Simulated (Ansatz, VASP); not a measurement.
# PbS in VASP and in Ansatz

The input POSCAR:

```
PbS
1.0
    0.0000000000      2.5741681271      2.5741681271
    2.5741681271      0.0000000000      2.5741681271
    2.5741681271      2.5741681271      0.0000000000
Pb S
1 1
Direct
    0.0000000000      0.0000000000      0.0000000000
    0.5000000000      0.5000000000      0.5000000000
```

The input INCAR.step1:

```
SYSTEM = PbS
  ALGO = Normal
  EDIFF = 1E-4
  ENCUT = 520
  GGA = PE
  ISMEAR = -1
  LASPH = .True.
  LCHARG = .False.
  LREAL = .False.
  LWAVE = .True.
  NBANDS = 17
  NELM = 100
  PREC = Accurate
  SIGMA = 0.05
```

INCAR.step2

```
SYSTEM = PbS
  ALGO = Normal
  EDIFF = 1E-6
  ENCUT = 520
  ISIF = 2
  ISMEAR = -1
  ISTART = 1
  LASPH = .True.
  LCHARG = .True.
  LELF = .True.
  LMIXTAU = .True.
  LREAL = .False.
  LVHAR = .True.
  LWAVE = .False.
  METAGGA = R2SCAN
  NBANDS = 17
  NELM = 100
  PREC = Accurate
  SIGMA = 0.05
```

The input KPOINTS:

```
k-points
0
Gamma
  12 12 12
  0 0 0
```

Input for Ansatz:

```yaml
crystal:
  lattice:
    - [0.0, 2.5741681271, 2.5741681271]
    - [2.5741681271, 0.0, 2.5741681271]
    - [2.5741681271, 2.5741681271, 0.0]
  atoms:
    - { symbol: Pb, position: [0.0, 0.0, 0.0] }
    - { symbol: S, position: [0.5, 0.5, 0.5] }
kpoints:
  mp_grid: { grid: [12, 12, 12] }
scf:
  occupations: { method: fermi_dirac, width: 0.05 }
hamiltonian:
  xc: r2scan
  pseudopotentials: { kind: paw }
output:
  forces: true
  stress: true
  eigenvalues: true
  populations: true
```

Change from the starting cell: volume scaled by 0.64, PAW files.

Alike in both runs: task single point; functional r2SCAN; k mesh 12 × 12 × 12; occupations fermi-dirac, width 0.05 eV; no spin polarisation.

```csv
,VASP,Ansatz
version,VASP 6.6.1,Ansatz 0.2.0
potentials or method,"VASP PAW PBE potentials, release 64 (Pb_d, S)","PAW with Ansatz's default frozen-core files, scalar-relativistic"
plane-wave cutoff (eV),520,500
valence electrons in the cell,20,20
```

|  | VASP | Ansatz | Ansatz less VASP |
| --- | --- | --- | --- |
| pressure (GPa) | 64.6 | 64.4 | -0.18 |

VASP's potentials were made for PBE, not for r2SCAN. Both programs put the cell under a high pressure, so it lies far from rest at this level.

Neither program's run includes spin-orbit coupling. Noted on VASP's run: the cell as given lies far from equilibrium.
